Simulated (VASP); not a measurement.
# SiNi (WC type) (P-6m2) in VASP: a series of runs, part 2 of 2

VASP 6.6.1. Earlier steps stand in the parts before.

### Step 3. Single point, PBE

The input, INCAR:

```
PREC = Accurate ; ENCUT = 520
EDIFF = 1E-7 ; ISMEAR = -1
SIGMA = 0.1 ; LREAL = False
LASPH = True ; NELM = 100
ALGO = Normal ; ISIF = 2
LWAVE = False ; LCHARG = False
GGA = PE ; NBANDS = 14
```

The input, KPOINTS:

```
Automatic mesh
0
Gamma
  15 15 14
```

The input, POSCAR:

```
SiNi
1.0
    2.5847432986      0.0000000000      0.0000000000
   -1.2923716493      2.2384533588      0.0000000000
    0.0000000000      0.0000000000      3.5540480252
Ni Si
1 1
Direct
    0.0000000000      0.0000000000      0.0000000000
    0.3333333333      0.6666666667      0.5000000000
```

Potentials or basis: VASP PAW PBE potentials, release 64 (Ni, Si).

The run is started by

```sh
> cat potpaw_PBE.64/Ni/POTCAR potpaw_PBE.64/Si/POTCAR > POTCAR
> mpirun -np 1 vasp_std > vasp.out
```

It took 90 s on 1 thread of Intel Xeon 8259CL, shared host; peak memory 0.18 GiB.

Results (log left out):

- Free energy: -11.2932 eV
- Pressure: 30.0 GPa
- Band gap on the k mesh: zero (bands 7 and 8 overlap by 1.84 eV)

Stress tensor (GPa, compression positive):
```
29.89  0.00  0.00
 0.00 29.89  0.00
 0.00  0.00 30.18
```

Levels at points of the mesh, in eV from the Fermi level:
| k point | band 4 | band 5 | band 6 | band 7 | band 8 | band 9 | band 10 | band 11 |
| --- | --- | --- | --- | --- | --- | --- | --- | --- |
| (0.00, 0.00, 0.00) | -2.91 | -2.91 | -2.34 | -2.34 | 2.21 | 10.90 | 10.90 | 12.08 |
| (0.00, 0.00, 0.50) | -2.87 | -2.87 | -2.50 | -2.50 | 9.40 | 11.45 | 11.45 | 13.07 |

Caveat: the cell stands under pressure. Spin polarisation is off, so any magnetic state and its effect on volume and gap are missing.

### Step 4. Relaxation of cell and atoms, PBE, target pressure 30 GPa, at which the enthalpy is minimised

The input, INCAR:

```
SYSTEM = SiNi
ALGO = Normal
EDIFF = 1E-6
EDIFFG = -0.005
ENCUT = 600
GGA = PE
IBRION = 2
ISIF = 3
ISMEAR = -1
LASPH = .True.
LCHARG = .False.
LREAL = .False.
LWAVE = .False.
NELM = 60
NSW = 32
PREC = Accurate
PSTRESS = 300.0
SIGMA = 0.1
```

The input, KPOINTS:

```
k-points
0
Gamma
  15 15 14
  0 0 0
```

The input, POSCAR:

```
SiNi
1.0
    2.5847921448      0.0000000000      0.0000000000
   -1.2923960724      2.2384956609      0.0000000000
    0.0000000000      0.0000000000      3.5541502721
Ni Si
1 1
Direct
    0.0000000000      0.0000000000      0.0000000000
    0.3333333333      0.6666666667      0.5000000000
```

Potentials or basis: VASP PAW PBE potentials, release 64 (Ni, Si).

The run is started by

```sh
> cat potpaw_PBE.64/Ni/POTCAR potpaw_PBE.64/Si/POTCAR > POTCAR
> mpirun -np 1 vasp_std > vasp.out
```

OUTCAR:

```text
SYSTEM = SiNi
   EDIFF = 1E-6
   EDIFFG = -0.005
   ENCUT = 600
   GGA = PE
   IBRION = 2
   ISIF = 3
   ISMEAR = -1
   LASPH = .True.
   LREAL = .False.
   NELM = 60
   NSW = 32
   PREC = Accurate
   PSTRESS = 300.0

 ion  position               nearest neighbor table
   1  0.000  0.000  0.000-   2 2.32   2 2.32   2 2.32   2 2.32   2 2.32   2 2.32
   2  0.333  0.667  0.500-   1 2.32   1 2.32   1 2.32   1 2.32   1 2.32   1 2.32

  LATTYP: Found a hexagonal cell.
 ALAT       =     2.5847921448
 C/A-ratio  =     1.3750236278

  Lattice vectors:

 A1 = (   2.5847921448,   0.0000000000,   0.0000000000)
 A2 = (  -1.2923960724,   2.2384956609,   0.0000000000)
 A3 = (   0.0000000000,   0.0000000000,   3.5541502721)

Analysis of symmetry for initial positions (statically):
[... 344 lines left out ...]
  band No.  band energies     occupation
      1      -1.8275      2.00000
      2       7.9720      2.00000
      3       9.1643      2.00000
      4      10.4865      2.00000
      5      10.4865      2.00000
      6      11.0607      2.00000
      7      11.0607      2.00000
      8      15.5826      0.00000
      9      24.3202      0.00000
     10      24.3202      0.00000
     11      25.4919      0.00000
[... 309 lines left out ...]
 k-point    24 :       0.4000    0.2000    0.0000
  band No.  band energies     occupation
      1       5.3434      2.00000
      2       6.0629      2.00000
      3       8.5860      2.00000
      4       8.6396      2.00000
      5       9.9585      2.00000
      6      11.8932      2.00000
      7      12.7612      1.99636
      8      13.8198      0.02730
      9      17.6945      0.00000
     10      20.2148      0.00000
     11      20.3483      0.00000

 [... further k-points ...]

------------------------ aborting loop because EDIFF is reached ----------------------------------------

  FORCE on cell =-STRESS in cart. coord.  units (eV):
  Direction    XX          YY          ZZ          XY          YZ          ZX
  --------------------------------------------------------------------------------------
  -------------------------------------------------------------------------------------
  Total        3.8472761      3.8472761      3.8489970      0.0000000      0.0000000      0.0000000
  in kB      299.8763558    299.8763558    300.0104876      0.0000000      0.0000000      0.0000000
  external PRESSURE =      -0.0789336 kB  Pullay stress =     300.0000000 kB
[... 21 lines left out ...]
  energy  without entropy=      -11.2728545027  energy(sigma->0) =      -11.28222014

  enthalpy is  TOTEN    =        -7.4427233632 eV   P V=        3.8488624072

 reached required accuracy - stopping structural energy minimisation
```

It took 51 s on 1 thread of Intel Xeon 6975P-C (Granite Rapids), shared host; peak memory 0.2 GiB.

What came out:

```yaml
Free_energy: -11.2916 eV
Relaxed_volume: 10.28 Å³/atom
Relaxed_cell: a = 2.583 Å, b = 2.583 Å, c = 3.556 Å, α = 90.00°, β = 90.00°, γ = 120.00°
Space_group_after_relaxing_to_0.1_Å: P-6m2 (No. 187)
Energy_change_on_relaxing_the_run_minimises_the_enthalpy: +0.9 meV/atom
Ionic_steps: 5
Pressure_after_relaxing: 30.0 GPa
Band_gap_on_the_k_mesh: zero (bands 7 and 8 overlap by 1.84 eV)
```

The path:
| step | energy change (eV) | largest force (eV/Å) | pressure (GPa) | volume (Å³) |
| --- | --- | --- | --- | --- |
| 1 | 0.0000 | 0.0000 | 29.91 | 20.56 |
| 2 | 0.0032 | 0.0000 | 30.20 | 20.55 |
| 3 | 0.0026 | 0.0000 | 30.10 | 20.55 |
| 4 | 0.0009 | 0.0000 | 29.88 | 20.56 |
| 5 | 0.0017 | 0.0000 | 29.99 | 20.56 |

Final structure:
```
Ni Si
1.0
     2.58337    0.00000    0.00000
    -1.29169    2.23727    0.00000
     0.00000    0.00000    3.55645
Ni Si
1 1
Direct
  0.00000 0.00000 0.00000
  0.33333 0.66667 0.50000
```

Caveat: the cell is relaxed towards a set pressure, so the run minimises the enthalpy, not the energy.

### Step 5. Relaxation of cell and atoms, PBE, target pressure 30 GPa, at which the enthalpy is minimised

This run uses another cell than the first one, of 11.45 Å³/atom.

The input, INCAR:

```
SYSTEM = SiNi
  PREC = Accurate
  ENCUT = 600
  EDIFF = 1E-6
  ISMEAR = -1
  SIGMA = 0.1
  LREAL = .FALSE.
  LASPH = .TRUE.
  NELM = 100
  ALGO = Normal
  ISIF = 3
  LWAVE = .FALSE.
  LCHARG = .FALSE.
  GGA = PE
  IBRION = 2
  NSW = 60
  EDIFFG = -0.005
  PSTRESS = 300.0
```

The input, KPOINTS:

```
Automatic mesh
0
G
  15 15 14
  0 0 0
```

The input, POSCAR:

```
SiNi
1.0
    2.9995990688      0.0000000000      0.0000000000
   -1.4997995344      2.5977289947      0.0000000000
    0.0000000000      0.0000000000      2.9396070874
Ni Si
1 1
Direct
    0.0000000000      0.0000000000      0.0000000000
    0.3333333333      0.6666666667      0.5000000000
```

The run is started by

```sh
> cat potpaw_PBE.64/Ni/POTCAR potpaw_PBE.64/Si/POTCAR > POTCAR
> mpirun -np 1 vasp_std > vasp.out
```

Wall time 4.2 min (1 thread of Intel Xeon 6975P-C (Granite Rapids), shared host); peak memory 0.22 GiB.

Results (log left out):

```
Free energy                                                : -11.2915 eV
Relaxed volume                                             : 10.28 Å³/atom
Relaxed cell                                               : a = 2.583 Å, b = 2.583 Å, c = 3.556 Å, α = 90.00°, β = 90.00°, γ = 120.00°
Space group after relaxing (to 0.1 Å)                      : P-6m2 (No. 187)
Energy change on relaxing (the run minimises the enthalpy) : -22.1 meV/atom
Ionic steps                                                : 35
Pressure after relaxing                                    : 30.0 GPa
Band gap on the k mesh                                     : zero (bands 7 and 8 overlap by 1.84 eV)
```

Stress tensor (GPa, compression positive):
```
30.03  0.00  0.00
 0.00 30.03  0.00
 0.00  0.00 29.95
```

Step by step:
| step | energy change (eV) | largest force (eV/Å) | pressure (GPa) | volume (Å³) |
| --- | --- | --- | --- | --- |
| 1 | 0.0000 | 0.0000 | 19.75 | 22.91 |
| 2 | 0.5079 | 0.0000 | 52.69 | 20.56 |
| 3 | 0.1313 | 0.0000 | 29.77 | 22.05 |
| 4 | 0.1348 | 0.0000 | 30.04 | 22.03 |
| 5 | 0.1370 | 0.0000 | 30.09 | 22.01 |
| 6 | 0.1384 | 0.0000 | 30.18 | 21.92 |
| 7 | 0.1217 | 0.0000 | 30.30 | 21.73 |
| 8 | 0.0296 | 0.0000 | 30.51 | 21.24 |
| 9 | 0.1062 | 0.0000 | 38.80 | 19.90 |
| 10 | 0.0112 | 0.0000 | 34.89 | 20.30 |
| 11 | 0.0347 | 0.0000 | 35.98 | 20.17 |
| 12 | 0.0299 | 0.0000 | 35.41 | 20.19 |
| 13 | 0.0248 | 0.0000 | 34.70 | 20.22 |
| 14 | 0.0185 | 0.0000 | 34.23 | 20.24 |
| 15 | 0.0000 | 0.0000 | 33.08 | 20.33 |
| 16 | -0.0349 | 0.0000 | 30.75 | 20.51 |
| 17 | -0.0446 | 0.0000 | 30.04 | 20.56 |
| 18 | -0.0433 | 0.0000 | 30.04 | 20.55 |
| 19 | -0.0420 | 0.0000 | 30.14 | 20.54 |
| 20 | -0.0421 | 0.0000 | 29.85 | 20.54 |
| 21 | -0.0422 | 0.0000 | 29.86 | 20.54 |
| 22 | -0.0423 | 0.0000 | 30.28 | 20.54 |
| 23 | -0.0426 | 0.0000 | 30.14 | 20.55 |
| 24 | -0.0438 | 0.0000 | 30.08 | 20.55 |
| 25 | -0.0456 | 0.0000 | 29.89 | 20.56 |
| 26 | -0.0446 | 0.0000 | 29.94 | 20.56 |
| 27 | -0.0443 | 0.0000 | 29.99 | 20.55 |
| 28 | -0.0442 | 0.0000 | 30.15 | 20.55 |
| 29 | -0.0451 | 0.0000 | 29.96 | 20.56 |
| 30 | -0.0450 | 0.0000 | 30.23 | 20.56 |
| 31 | -0.0451 | 0.0000 | 29.67 | 20.56 |
| 32 | -0.0451 | 0.0000 | 30.07 | 20.56 |
| 33 | -0.0451 | 0.0000 | 29.87 | 20.56 |
| 34 | -0.0444 | 0.0000 | 29.97 | 20.56 |
| 35 | -0.0441 | 0.0000 | 30.01 | 20.55 |

Final structure:
```
Ni Si
1.0
     2.58331    0.00000    0.00000
    -1.29166    2.23721    0.00000
     0.00000    0.00000    3.55643
Ni Si
1 1
Direct
  0.00000 0.00000 0.00000
  0.33333 0.66667 0.50000
```

Levels at points of the mesh, in eV from the Fermi level:
```
           k point  band 5  band 6  band 7  band 8  band 9  band 10
(0.00, 0.00, 0.00)   -2.91   -2.33   -2.33    2.19   10.93    10.93
(0.00, 0.00, 0.50)   -2.87   -2.50   -2.50    9.37   11.48    11.48
```

Caveat: the cell is relaxed towards a set pressure, so the run minimises the enthalpy, not the energy; a cell axis changed by over 15 % at a fixed basis, so the end point is rough. Spin polarisation is off, so any magnetic state and its effect on volume and gap are missing.

### Step 6. Overview

| task | cell | cutoff (eV) | gap on the mesh (eV) | pressure (GPa) |
| --- | --- | --- | --- | --- |
| single point | a = 2.585, b = 2.585, c = 3.554 Å, angles 90.0, 90.0, 120.0°, 2 atoms | 520 | none | 30.0 |
| relaxation of cell and atoms | relaxed to 30 GPa from a = 2.585, b = 2.585, c = 3.554 Å, angles 90.0, 90.0, 120.0°, 2 atoms | 600 | none | 30.0 |
| relaxation of cell and atoms | relaxed to 30 GPa from a = 3.000, b = 3.000, c = 2.940 Å, angles 90.0, 90.0, 120.0°, 2 atoms | 600 | none | 30.0 |

Alike in all rows: level PBE; potentials or basis VASP PAW PBE potentials, release 64 (Ni, Si); no spin polarisation; k mesh 15 × 15 × 14; smearing fermi-dirac 0.1 eV.

Caveats: the cell is relaxed towards a set pressure, so the run minimises the enthalpy, not the energy (at least some runs); the cell stands under pressure (at least some runs); a cell axis changed by over 15 % at a fixed basis, so the end point is rough (at least some runs).

Total energies depend on the potentials used, so only differences within one code and one set of settings carry meaning.
